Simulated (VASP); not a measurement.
# NbB2 (P6/mmm) in VASP: single point with LDA

Aim: the single point of NbB2 with LDA.

Everything below comes from runs of VASP 6.6.1. Logs are shortened: lines on timing, memory, paths and dates and some standing lists are left out, and cuts for length are marked.

**1. The cell of the first run**

The structure is hexagonal, space group P6/mmm (No. 191). Conventional cell: a = 3.086 Å, b = 3.086 Å, c = 3.306 Å, α = 90.00°, β = 90.00°, γ = 120.00°. Within 3.2 Å of Nb (site symmetry 6/mmm) lie 12 B at 2.43 Å and 6 Nb at 3.09 Å. Within 2.4 Å of B (site symmetry -6m2) lie 3 B at 1.78 Å.

**2. Single point, LDA**

Contents of INCAR:

```
PREC = Accurate
ENCUT = 520
EDIFF = 1E-6
ISMEAR = -1
SIGMA = 0.05
LREAL = False
LASPH = True
NELM = 100
ALGO = Normal
ISIF = 2
LWAVE = False
LCHARG = False
NBANDS = 16
```

Contents of KPOINTS:

```
regular mesh
0
Gamma
  8 8 7
```

Contents of POSCAR:

```
NbB2
1.0
    3.0860000000      0.0000000000      0.0000000000
   -1.5430000000      2.6725540000      0.0000000000
    0.0000000000      0.0000000000      3.3060000000
Nb B
1 2
Direct
    0.0000000000      0.0000000000      0.0000000000
    0.3333330000      0.6666670000      0.5000000000
    0.6666670000      0.3333330000      0.5000000000
```

Potentials or basis: VASP PAW LDA potentials, release 64 (Nb_sv, B).

Run with:

```console
$ cat potpaw_LDA.64/Nb_sv/POTCAR potpaw_LDA.64/B/POTCAR > POTCAR
$ mpirun -np 1 vasp_std > vasp.out
```

OUTCAR:

```text
PREC = Accurate
   ENCUT = 520
   EDIFF = 1E-6
   ISMEAR = -1
   LREAL = False
   LASPH = True
   NELM = 100
   ISIF = 2

 ion  position               nearest neighbor table
   1  0.000  0.000  0.000-   2 2.43   3 2.43   2 2.43   3 2.43   2 2.43   2 2.43   3 2.43   3 2.43
                             3 2.43   3 2.43   2 2.43   2 2.43
   2  0.333  0.667  0.500-   3 1.78   3 1.78   3 1.78   1 2.43   1 2.43   1 2.43   1 2.43   1 2.43
                             1 2.43
   3  0.667  0.333  0.500-   2 1.78   2 1.78   2 1.78   1 2.43   1 2.43   1 2.43   1 2.43   1 2.43
                             1 2.43

  LATTYP: Found a hexagonal cell.
 ALAT       =     3.0860000000
 C/A-ratio  =     1.0712896954

  Lattice vectors:

 A1 = (   3.0860000000,   0.0000000000,   0.0000000000)
 A2 = (  -1.5430000000,   2.6725540000,   0.0000000000)
 A3 = (   0.0000000000,   0.0000000000,   3.3060000000)

Analysis of symmetry for initial positions (statically):
=====================================================================
 Subroutine PRICEL returns:
 Original cell was already a primitive cell.

 Routine SETGRP: Setting up the symmetry group for a
 hexagonal supercell.

 Subroutine GETGRP returns: Found 24 space group operations
 (whereof 24 operations were pure point group operations)
 out of a pool of 24 trial point group operations.

The static configuration has the point symmetry D_6h.

Analysis of symmetry for dynamics (positions and initial velocities):
=====================================================================
 Subroutine PRICEL returns:
 Original cell was already a primitive cell.

 Routine SETGRP: Setting up the symmetry group for a
 hexagonal supercell.

 Subroutine GETGRP returns: Found 24 space group operations
 (whereof 24 operations were pure point group operations)
 out of a pool of 24 trial point group operations.

The dynamic configuration has the point symmetry D_6h.

 Subroutine INISYM returns: Found 24 space group operations
 (whereof 24 operations are pure point group operations),
 and found     1 'primitive' translations

----------------------------------------------------------------------------------------

                                     Primitive cell

  volume of cell :      27.2662

  direct lattice vectors                    reciprocal lattice vectors
     3.086000000  0.000000000  0.000000000     0.324044070  0.187086959  0.000000000
    -1.543000000  2.672554000  0.000000000     0.000000000  0.374173918  0.000000000
     0.000000000  0.000000000  3.306000000     0.000000000  0.000000000  0.302480339

  length of vectors
     3.086000000  3.085999657  3.306000000     0.374173876  0.374173918  0.302480339

  position of ions in fractional coordinates (direct lattice)
     0.000000000  0.000000000  0.000000000
     0.333333000  0.666667000  0.500000000
     0.666667000  0.333333000  0.500000000

  ion indices of the primitive-cell ions
   primitive index   ion index
                 1           1
                 2           2
                 3           3

----------------------------------------------------------------------------------------

 KPOINTS: regular mesh

Automatic generation of k-mesh.
 Grid dimensions read from file:
 generate k-points for:    8    8    7

 Generating k-lattice:

  Cartesian coordinates                     Fractional coordinates (reciprocal lattice)
     0.040505509  0.023385870  0.000000000     0.125000000  0.000000000  0.000000000
     0.000000000  0.046771740  0.000000000     0.000000000  0.125000000  0.000000000
     0.000000000  0.000000000  0.043211477     0.000000000  0.000000000  0.142857143

  Length of vectors
     0.046771734  0.046771740  0.043211477

  Shift w.r.t. Gamma in fractional coordinates (k-lattice)
     0.000000000  0.000000000  0.000000000

 Subroutine IBZKPT returns following result:
 ===========================================

 Found     40 irreducible k-points:

 Following reciprocal coordinates:
            Coordinates               Weight
  0.000000  0.000000  0.000000      1.000000
  0.125000  0.000000  0.000000      6.000000
  0.250000  0.000000  0.000000      6.000000
  0.375000  0.000000  0.000000      6.000000
  0.500000  0.000000  0.000000      3.000000
  0.125000  0.125000  0.000000      6.000000
[... 16 lines left out ...]
  0.250000  0.000000  0.285714     12.000000
  0.375000  0.000000  0.285714     12.000000
 [... further k-points ...]
   k-points           NKPTS =     40   k-points in BZ     NKDIM =     40   number of bands    NBANDS=     16
   number of dos      NEDOS =    301   number of ions     NIONS =      3
   total plane-waves  NPLWV =  16128
   dimension x,y,z NGX =    24 NGY =   24 NGZ =   28
   dimension x,y,z NGXF=    48 NGYF=   48 NGZF=   56
   ions per type =               1   2
   NGX,Y,Z   is equivalent  to a cutoff of  12.93, 12.93, 14.08 a.u.
   NGXF,Y,Z  is equivalent  to a cutoff of  25.86, 25.86, 28.16 a.u.
 SYSTEM =  unknown system
   PREC   = accura    normal or accurate (medium, high low for compatibility)
   ISTART =      0    job   : 0-new  1-cont  2-samecut
   ICHARG =      2    charge: 1-file 2-atom 10-const
   ISPIN  =      1    spin polarized calculation?
   LNONCOLLINEAR =      F non collinear calculations
   LSORBIT =      F    spin-orbit coupling
   LASPH  =      T    aspherical Exc in radial PAW
   ENCUT  =  520.0 eV  38.22 Ry    6.18 a.u.   5.74  5.74  6.15*2*pi/ulx,y,z
   NELM   =    100;   NELMIN=  2; NELMDL= -5     # of ELM steps
   EDIFF  = 0.1E-05   stopping-criterion for ELM
   LREAL  =      F    real-space projection
   EDIFFG = 0.1E-04   stopping-criterion for IOM
   NSW    =      0    number of steps for IOM
   IBRION =     -1    ionic relax: 0-MD 1-quasi-New 2-CG
   NFREE  =      0    steps in history (QN), initial steepest desc. (CG)
   ISIF   =      2    stress and relaxation
   ISYM   =      2    0-nonsym 1-usesym 2-fastsym
   POTIM  = 0.5000    time-step for ionic-motion
   TEBEG  =    0.0;   TEEND  =   0.0 temperature during run
   PSTRESS=    0.0 pullay stress
   NELECT =      19.0000    total number of electrons
   NUPDOWN=      -1.0000    fix difference up-down
   EMIN   =  10.00;   EMAX   =-10.00  energy-range for DOS
   EFERMI =   0.00;   METHOD = LEGACY
   ISMEAR =    -1;   SIGMA  =   0.05  broadening in eV -4-tet -1-fermi 0-gaus
   EFERMI_NEDOS =   21; number of points for ismear=-14 and -15
   IALGO  =     38    algorithm
   IMIX   =      4    mixing-type and parameters
     AMIX     =   0.40;   BMIX     =  1.00
     AMIX_MAG =   1.60;   BMIX_MAG =  1.00
  volume/ion in A,a.u.               =       9.09        61.33
  Fermi-wavevector in a.u.,A,eV,Ry     =   1.451391  2.742730 28.661141  2.106534
  Thomas-Fermi vector in A             =   2.568893
   LORBIT       =      0    0 simple, 1 ext, 2 COOP (PROOUT), +10 PAW based schemes
   GGA     = CA    functional components
   LHFCALC =     F    Hartree Fock is set to
   AEXX    =    0.0000 exact exchange contribution
   IVDW    =     0    specifies the selected vdW correction
   LEPSILON=     F    determine dielectric tensor
   LRPA    =     F    only Hartree local field effects (RPA)
 non-spin polarized calculation
  energy-cutoff  :      520.00
  volume of cell :       27.27
 maximum number of plane-waves:       752
 NGX is ok and might be reduce to    24
   NGX = 11   NGY = 11   NGZ = 13

 number of electron      19.0000002 magnetization

 Free energy of the ion-electron system (eV)
  ---------------------------------------------------
  ext. energy  EPLUGINS =         0.00000000
  ---------------------------------------------------
  free energy    TOTEN  =       -28.54985247 eV

  energy without entropy =      -28.54022139  energy(sigma->0) =      -28.54503693

 E-fermi :  12.6890     XC(G=0): -13.2884

 val. band max:       12.5266557955   @ k =   0.1250   0.1250   0.4286
 cond. band min:      12.7085746383   @ k =   0.1250   0.0000   0.1429
 fundamental gap:      0.1819188427
 Fermi energy:        12.6890331689

 k-point     1 :       0.0000    0.0000    0.0000
  band No.  band energies     occupation
      1     -42.7528      2.00000
      2     -19.1062      2.00000
      3     -18.6372      2.00000
      4     -18.6372      2.00000
      5      -1.5304      2.00000
      6       8.3397      2.00000
[... 8 lines left out ...]
     15      17.0301      0.00000
     16      17.2565      0.00000

 k-point     2 :       0.1250    0.0000    0.0000
  band No.  band energies     occupation
      1     -42.7387      2.00000
      2     -19.0862      2.00000
      3     -18.7587      2.00000
      4     -18.6645      2.00000
      5      -1.2110      2.00000
      6       7.5999      2.00000
[... 8 lines left out ...]
     15      18.3977      0.00000
     16      18.8101      0.00000

 k-point     3 :       0.2500    0.0000    0.0000
  band No.  band energies     occupation
      1     -42.7046      2.00000
      2     -19.0430      2.00000
      3     -19.0376      2.00000
      4     -18.7297      2.00000
      5      -0.3256      2.00000
      6       6.0509      2.00000
[... 8 lines left out ...]
     15      18.9316      0.00000
     16      21.0541      0.00000

 k-point     4 :       0.3750    0.0000    0.0000
  band No.  band energies     occupation
      1     -42.6703      2.00000
      2     -19.3158      2.00000
      3     -18.9885      2.00000
      4     -18.7940      2.00000
      5       0.9605      2.00000
      6       4.3507      2.00000
[... 8 lines left out ...]
     15      20.4517      0.00000
     16      21.3996      0.00000
[... 324 lines left out ...]
 k-point    22 :       0.1250    0.0000    0.2857
  band No.  band energies     occupation
      1     -42.7239      2.00000
      2     -19.3171      2.00000
      3     -18.7363      2.00000
      4     -18.6445      2.00000
      5      -0.1058      2.00000
      6       5.9213      2.00000
[... 8 lines left out ...]
     15      19.9492      0.00000
     16      21.1417      0.00000

 k-point    23 :       0.2500    0.0000    0.2857
  band No.  band energies     occupation
      1     -42.6901      2.00000
      2     -19.2581      2.00000
      3     -19.0130      2.00000
      4     -18.7072      2.00000
      5       0.4837      2.00000
      6       5.7569      2.00000
[... 8 lines left out ...]
     15      20.2443      0.00000
     16      22.0370      0.00000

 k-point    24 :       0.3750    0.0000    0.2857
  band No.  band energies     occupation
      1     -42.6560      2.00000
      2     -19.2812      2.00000
      3     -19.1963      2.00000
      4     -18.7691      2.00000
      5       1.2915      2.00000
      6       4.2659      2.00000
[... 8 lines left out ...]
     15      20.6710      0.00000
     16      23.8390      0.00000

 [... further k-points ...]
[... 5 lines left out ...]
  --------------------------------------------------------------------------------------
  -------------------------------------------------------------------------------------
  Total       -0.9256407     -0.9256404     -0.6908774      0.0000000      0.0000000      0.0000000
  in kB      -54.3910904    -54.3910743    -40.5962860      0.0000000      0.0000000      0.0000000
  external PRESSURE =     -49.7928169 kB  Pullay stress =       0.0000000 kB

 VOLUME and BASIS-vectors are now :
 -----------------------------------------------------------------------------
  energy-cutoff  :      520.00
  volume of cell :       27.27
      direct lattice vectors                 reciprocal lattice vectors
     3.086000000  0.000000000  0.000000000     0.324044070  0.187086959  0.000000000
    -1.543000000  2.672554000  0.000000000     0.000000000  0.374173918  0.000000000
     0.000000000  0.000000000  3.306000000     0.000000000  0.000000000  0.302480339

 POSITION                                       TOTAL-FORCE (eV/Angst)
 -----------------------------------------------------------------------------------
      0.00000      0.00000      0.00000        -0.000000      0.000000     -0.000000
     -0.00000      1.78170      1.65300        -0.000000     -0.000000      0.000000
      1.54300      0.89085      1.65300         0.000000      0.000000     -0.000000
 -----------------------------------------------------------------------------------
    total drift:                               -0.000000     -0.000000      0.000000

  FREE ENERGIE OF THE ION-ELECTRON SYSTEM (eV)
  ---------------------------------------------------
  free  energy   TOTEN  =       -28.5498524686 eV

  energy  without entropy=      -28.5402213867  energy(sigma->0) =      -28.54503693
```

Run time: 16 s. Hardware: 1 thread of AMD EPYC 7R43 (Zen 3), shared host; peak memory 0.1 GiB.

Results:

* Free energy: -28.5499 eV
* Pressure: -5.0 GPa
